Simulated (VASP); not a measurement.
# BiO4 (Im-3m) in VASP: further runs

BiO4 is run at these levels: PBE; tasks: single point.

Everything below comes from runs of VASP 6.6.1. Logs are shortened: lines on timing, memory, paths and dates and some standing lists are left out, and cuts for length are marked.

## 1. The cell of the first run

The structure is cubic, space group Im-3m (No. 229). The conventional cell has a = 5.139 Å, b = 5.139 Å, c = 5.139 Å, α = 90.00°, β = 90.00°, γ = 90.00°. Bi (site symmetry m-3m) has 8 O at 2.23 Å within 2.9 Å. Within 2.9 Å of O (site symmetry -3m) lie 2 Bi at 2.23 Å and 6 O at 2.57 Å.

## 2. Single point, PBE

INCAR

```
SYSTEM = BiO4
PREC = Accurate
ENCUT = 520
EDIFF = 1E-6
ISMEAR = 0
SIGMA = 0.1
LREAL = .FALSE.
LASPH = .TRUE.
NELM = 60
ALGO = Normal
ISIF = 2
LWAVE = .FALSE.
LCHARG = .FALSE.
GGA = PE
NBANDS = 28
```

KPOINTS

```
regular mesh
0
G
  6 6 6
  0 0 0
```

POSCAR

```
BiO4
1.0
   -2.5694457000      2.5694457000      2.5694457000
    2.5694457000     -2.5694457000      2.5694457000
    2.5694457000      2.5694457000     -2.5694457000
Bi O
1 4
Direct
    0.0000000000      0.0000000000      0.0000000000
    0.0000000000      0.0000000000      0.5000000000
    0.5000000000      0.0000000000      0.0000000000
    0.0000000000      0.5000000000      0.0000000000
    0.5000000000      0.5000000000      0.5000000000
```

Potentials or basis: VASP PAW PBE potentials, release 64 (Bi_d, O).

Command:

```console
cat potpaw_PBE.64/Bi_d/POTCAR potpaw_PBE.64/O/POTCAR > POTCAR
mpirun -np 1 vasp_std > vasp.out
```

OUTCAR:

```text
SYSTEM = BiO4
   PREC = Accurate
   ENCUT = 520
   EDIFF = 1E-6
   ISMEAR = 0
   LREAL = .FALSE.
   LASPH = .TRUE.
   NELM = 60
   ISIF = 2
   GGA = PE

 ion  position               nearest neighbor table
   1  0.000  0.000  0.000-   2 2.23   3 2.23   4 2.23   5 2.23   2 2.23   4 2.23   3 2.23   5 2.23

   2  0.000  0.000  0.500-   1 2.23   1 2.23
   3  0.500  0.000  0.000-   1 2.23   1 2.23
   4  0.000  0.500  0.000-   1 2.23   1 2.23
   5  0.500  0.500  0.500-   1 2.23   1 2.23

  LATTYP: Found a body centered cubic cell.
 ALAT       =     5.1388914000

  Lattice vectors:

 A1 = (  -2.5694457000,   2.5694457000,   2.5694457000)
 A2 = (   2.5694457000,  -2.5694457000,   2.5694457000)
 A3 = (   2.5694457000,   2.5694457000,  -2.5694457000)

Analysis of symmetry for initial positions (statically):
=====================================================================
 Subroutine PRICEL returns:
 Original cell was already a primitive cell.

 Routine SETGRP: Setting up the symmetry group for a
 body centered cubic supercell.

 Subroutine GETGRP returns: Found 48 space group operations
 (whereof 48 operations were pure point group operations)
 out of a pool of 48 trial point group operations.

The static configuration has the point symmetry O_h .

Analysis of symmetry for dynamics (positions and initial velocities):
=====================================================================
 Subroutine PRICEL returns:
 Original cell was already a primitive cell.

 Routine SETGRP: Setting up the symmetry group for a
 body centered cubic supercell.

 Subroutine GETGRP returns: Found 48 space group operations
 (whereof 48 operations were pure point group operations)
 out of a pool of 48 trial point group operations.

The dynamic configuration has the point symmetry O_h .

 Subroutine INISYM returns: Found 48 space group operations
 (whereof 48 operations are pure point group operations),
 and found     1 'primitive' translations

----------------------------------------------------------------------------------------

                                     Primitive cell

  volume of cell :      67.8544

  direct lattice vectors                    reciprocal lattice vectors
    -2.569445700  2.569445700  2.569445700     0.000000000  0.194594500  0.194594500
     2.569445700 -2.569445700  2.569445700     0.194594500  0.000000000  0.194594500
     2.569445700  2.569445700 -2.569445700     0.194594500  0.194594500  0.000000000

  length of vectors
     4.450410500  4.450410500  4.450410500     0.275198180  0.275198180  0.275198180

  position of ions in fractional coordinates (direct lattice)
     0.000000000  0.000000000  0.000000000
     0.000000000  0.000000000  0.500000000
     0.500000000  0.000000000  0.000000000
     0.000000000  0.500000000  0.000000000
     0.500000000  0.500000000  0.500000000

  ion indices of the primitive-cell ions
   primitive index   ion index
                 1           1
                 2           2
                 3           3
                 4           4
                 5           5

----------------------------------------------------------------------------------------

 KPOINTS: regular mesh

Automatic generation of k-mesh.
 Grid dimensions read from file:
 generate k-points for:    6    6    6

 Generating k-lattice:

  Cartesian coordinates                     Fractional coordinates (reciprocal lattice)
     0.000000000  0.032432417  0.032432417     0.166666667  0.000000000  0.000000000
     0.032432417  0.000000000  0.032432417     0.000000000  0.166666667  0.000000000
     0.032432417  0.032432417  0.000000000     0.000000000  0.000000000  0.166666667

  Length of vectors
     0.045866363  0.045866363  0.045866363

  Shift w.r.t. Gamma in fractional coordinates (k-lattice)
     0.000000000  0.000000000  0.000000000

 Subroutine IBZKPT returns following result:
 ===========================================

 Found     16 irreducible k-points:

 Following reciprocal coordinates:
            Coordinates               Weight
  0.000000  0.000000  0.000000      1.000000
  0.166667  0.000000  0.000000     12.000000
  0.333333  0.000000  0.000000     12.000000
  0.500000  0.000000  0.000000      6.000000
  0.166667  0.166667  0.000000     24.000000
  0.333333  0.166667 -0.000000     48.000000
[... 8 lines left out ...]
  0.500000  0.500000  0.333333     12.000000
  0.500000  0.500000  0.500000      1.000000
   k-points           NKPTS =     16   k-points in BZ     NKDIM =     16   number of bands    NBANDS=     28
   number of dos      NEDOS =    301   number of ions     NIONS =      5
   total plane-waves  NPLWV =  46656
   dimension x,y,z NGX =    36 NGY =   36 NGZ =   36
   dimension x,y,z NGXF=    72 NGYF=   72 NGZF=   72
   ions per type =               1   4
   NGX,Y,Z   is equivalent  to a cutoff of  13.45, 13.45, 13.45 a.u.
   NGXF,Y,Z  is equivalent  to a cutoff of  26.90, 26.90, 26.90 a.u.
 SYSTEM =  BiO4
   PREC   = accura    normal or accurate (medium, high low for compatibility)
   ISTART =      0    job   : 0-new  1-cont  2-samecut
   ICHARG =      2    charge: 1-file 2-atom 10-const
   ISPIN  =      1    spin polarized calculation?
   LNONCOLLINEAR =      F non collinear calculations
   LSORBIT =      F    spin-orbit coupling
   LASPH  =      T    aspherical Exc in radial PAW
   ENCUT  =  520.0 eV  38.22 Ry    6.18 a.u.   8.27  8.27  8.27*2*pi/ulx,y,z
   NELM   =     60;   NELMIN=  2; NELMDL= -5     # of ELM steps
   EDIFF  = 0.1E-05   stopping-criterion for ELM
   LREAL  =      F    real-space projection
[... 7 lines left out ...]
   TEBEG  =    0.0;   TEEND  =   0.0 temperature during run
   PSTRESS=    0.0 pullay stress
   NELECT =      39.0000    total number of electrons
   NUPDOWN=      -1.0000    fix difference up-down
   EMIN   =  10.00;   EMAX   =-10.00  energy-range for DOS
   EFERMI =   0.00;   METHOD = LEGACY
   ISMEAR =     0;   SIGMA  =   0.10  broadening in eV -4-tet -1-fermi 0-gaus
   EFERMI_NEDOS =   21; number of points for ismear=-14 and -15
   IALGO  =     38    algorithm
   IMIX   =      4    mixing-type and parameters
     AMIX     =   0.40;   BMIX     =  1.00
     AMIX_MAG =   1.60;   BMIX_MAG =  1.00
  volume/ion in A,a.u.               =      13.57        91.58
  Fermi-wavevector in a.u.,A,eV,Ry     =   1.361142  2.572186 25.207635  1.852709
  Thomas-Fermi vector in A             =   2.487744
   LORBIT       =      0    0 simple, 1 ext, 2 COOP (PROOUT), +10 PAW based schemes
   GGA     = PE    functional components
   LHFCALC =     F    Hartree Fock is set to
   AEXX    =    0.0000 exact exchange contribution
   IVDW    =     0    specifies the selected vdW correction
   LEPSILON=     F    determine dielectric tensor
   LRPA    =     F    only Hartree local field effects (RPA)
 non-spin polarized calculation
 Gauss-broadening in eV      SIGMA  =   0.10
  energy-cutoff  :      520.00
  volume of cell :       67.85
 maximum number of plane-waves:      1878
 NGX is ok and might be reduce to    36
   NGX = 17   NGY = 17   NGZ = 17

 number of electron      39.0000017 magnetization

 Free energy of the ion-electron system (eV)
  ---------------------------------------------------
  ext. energy  EPLUGINS =         0.00000000
  ---------------------------------------------------
  free energy    TOTEN  =       -21.26388129 eV

  energy without entropy =      -21.23434657  energy(sigma->0) =      -21.24911393

 E-fermi :   2.3447     XC(G=0): -10.1459

 val. band max:        2.3393503050   @ k =  -0.3333   0.3333   0.1667
 cond. band min:       2.3452471651   @ k =   0.3333   0.0000   0.0000
 fundamental gap:      0.0058968601
 Fermi energy:         2.3447277594

 k-point     1 :       0.0000    0.0000    0.0000
  band No.  band energies     occupation
      1     -19.8927      2.00000
      2     -19.8927      2.00000
      3     -19.8927      2.00000
      4     -19.5600      2.00000
      5     -19.5600      2.00000
      6     -16.4180      2.00000
[... 20 lines left out ...]
     27      13.5305      0.00000
     28      13.5305      0.00000

 k-point     2 :       0.1667    0.0000    0.0000
  band No.  band energies     occupation
      1     -19.8947      2.00000
      2     -19.8718      2.00000
      3     -19.8432      2.00000
      4     -19.5620      2.00000
      5     -19.5616      2.00000
      6     -16.2497      2.00000
[... 20 lines left out ...]
     27      13.7808      0.00000
     28      14.5092      0.00000

 k-point     3 :       0.3333    0.0000    0.0000
  band No.  band energies     occupation
      1     -19.8989      2.00000
      2     -19.8313      2.00000
      3     -19.7390      2.00000
      4     -19.5659      2.00000
      5     -19.5649      2.00000
      6     -15.7573      2.00000
[... 20 lines left out ...]
     27      14.5942      0.00000
     28      16.1501      0.00000

 k-point     4 :       0.5000    0.0000    0.0000
  band No.  band energies     occupation
      1     -19.9010      2.00000
      2     -19.8117      2.00000
      3     -19.6839      2.00000
      4     -19.5678      2.00000
      5     -19.5665      2.00000
      6     -15.1196      2.00000
[... 330 lines left out ...]
     27      14.9064      0.00000
     28      17.0649      0.00000

 k-point    15 :       0.5000    0.5000    0.3333
  band No.  band energies     occupation
      1     -19.7446      2.00000
      2     -19.7191      2.00000
      3     -19.6870      2.00000
      4     -19.5753      2.00000
      5     -19.5750      2.00000
      6     -14.8710      2.00000
[... 20 lines left out ...]
     27      15.1925      0.00000
     28      16.9164      0.00000

 k-point    16 :       0.5000    0.5000    0.5000
  band No.  band energies     occupation
      1     -19.6881      2.00000
      2     -19.6881      2.00000
      3     -19.6881      2.00000
      4     -19.5778      2.00000
      5     -19.5778      2.00000
      6     -14.7683      2.00000
[... 20 lines left out ...]
     27      15.4272      0.00000
     28      17.9237      0.00000

------------------------ aborting loop because EDIFF is reached ----------------------------------------

  FORCE on cell =-STRESS in cart. coord.  units (eV):
  Direction    XX          YY          ZZ          XY          YZ          ZX
  --------------------------------------------------------------------------------------
  -------------------------------------------------------------------------------------
  Total       -1.0093595     -1.0093595     -1.0093595      0.0000000     -0.0000000     -0.0000000
  in kB      -23.8329692    -23.8329692    -23.8329692      0.0000000     -0.0000000     -0.0000000
  external PRESSURE =     -23.8329692 kB  Pullay stress =       0.0000000 kB

 VOLUME and BASIS-vectors are now :
 -----------------------------------------------------------------------------
  energy-cutoff  :      520.00
  volume of cell :       67.85
      direct lattice vectors                 reciprocal lattice vectors
    -2.569445700  2.569445700  2.569445700     0.000000000  0.194594500  0.194594500
     2.569445700 -2.569445700  2.569445700     0.194594500  0.000000000  0.194594500
     2.569445700  2.569445700 -2.569445700     0.194594500  0.194594500  0.000000000

 POSITION                                       TOTAL-FORCE (eV/Angst)
 -----------------------------------------------------------------------------------
      0.00000      0.00000      0.00000        -0.000000     -0.000000     -0.000000
      1.28472      1.28472     -1.28472        -0.000000      0.000000      0.000000
     -1.28472      1.28472      1.28472        -0.000000      0.000000      0.000000
      1.28472     -1.28472      1.28472         0.000000      0.000000     -0.000000
      1.28472      1.28472      1.28472        -0.000000     -0.000000      0.000000
 -----------------------------------------------------------------------------------
    total drift:                               -0.000000     -0.000000      0.000000

  FREE ENERGIE OF THE ION-ELECTRON SYSTEM (eV)
  ---------------------------------------------------
  free  energy   TOTEN  =       -21.2638812878 eV

  energy  without entropy=      -21.2343465668  energy(sigma->0) =      -21.24911393
```

Run time: 20 s. Hardware: 1 thread of Intel Xeon Platinum 8488C (Sapphire Rapids), shared host; peak memory 0.2 GiB.

Results:

```yaml
Free_energy: -21.2639 eV
Pressure: -2.4 GPa
```

Caveat: spin-orbit coupling is left out, which moves the levels of the heavy elements; an odd number of electrons without spin polarisation forces a metal; a magnetic or distorted state may lie lower.

[end of part 1 of 2]
